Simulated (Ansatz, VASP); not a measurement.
## SnO: VASP beside Ansatz

File INCAR:

```
PREC = Accurate ; ENCUT = 910
EDIFF = 1E-6 ; ISMEAR = -1
SIGMA = 0.05 ; LREAL = F
LASPH = T ; NELM = 120
ALGO = Normal ; ISIF = 2
LWAVE = F ; LCHARG = T
GGA = CA ; LELF = T
LVHAR = T ; NBANDS = 28
GGA_COMPAT = F
```

KPOINTS

```
Automatic mesh
0
Gamma
  4 4 3
```

The input POSCAR:

```
SnO
1.0
    3.8136952200      0.0000000000      0.0000000000
    0.0000000000      3.8136952200      0.0000000000
    0.0000000000      0.0000000000      4.8869133000
Sn O
2 2
Direct
    0.5000000000      0.0000000000      0.7646261400
    0.0000000000      0.5000000000      0.2353738600
    0.0000000000      0.0000000000      0.0000000000
    0.5000000000      0.5000000000      0.0000000000
```

Contents of input.yaml:

```yaml
crystal:
  lattice:
    - [3.81369522, 0.0, 0.0]
    - [0.0, 3.81369522, 0.0]
    - [0.0, 0.0, 4.8869133]
  atoms:
    - { symbol: Sn, position: [0.5, 0.0, 0.76462614] }
    - { symbol: Sn, position: [0.0, 0.5, 0.23537386] }
    - { symbol: O, position: [0.0, 0.0, 0.0] }
    - { symbol: O, position: [0.5, 0.5, 0.0] }
hamiltonian:
  xc: lda
  pseudopotentials: { kind: paw }
kpoints:
  mp_grid: { grid: [4, 4, 3] }
scf:
  occupations: { method: fermi_dirac, width: 0.05 }
  n_extra_bands: 10
output:
  forces: true
  stress: true
  eigenvalues: true
  dos: { projected: true, de: 0.05, nscf_kmesh: { grid: [6, 6, 5] } }
```

Alike in both runs: functional LDA; k mesh 4 × 4 × 3; occupations fermi-dirac, width 0.05 eV; no spin polarisation.

|  | VASP | Ansatz |
| --- | --- | --- |
| version | VASP 6.6.1 | Ansatz 0.2.0 |
| potentials or method | VASP PAW LDA potentials, release 64 (Sn_d, O_h) | Ansatz PAW |
| plane-wave cutoff (eV) | 910 | 420 |
| valence electrons in the cell | 40 | 40 |
| task | single point | projected density of states |

VASP gave:

- gap on the k mesh at the Fermi level (eV): 0.22
- least direct gap on the mesh (eV): 2.03
- rms of the force components (eV/Å): 0.047

What did Ansatz give for the same quantities?

gap on the k mesh at the Fermi level (eV): 0.23; least direct gap on the mesh (eV): 2.06; rms of the force components (eV/Å): 0.088.

LDA's correlation is that of Perdew and Zunger in VASP and of Perdew and Wang (1992) in Ansatz. Atom by atom the forces differ by 0.041 eV/Å (rms over components).

The k mesh is coarse, so the values compare programs but aren't converged. Noted on VASP's run: the cutoff is short for stress, so the pressure is rough. Noted on Ansatz's run: odd divisions of the mesh miss points on the zone boundary, where band edges often lie, so the gap on the mesh can be too wide.
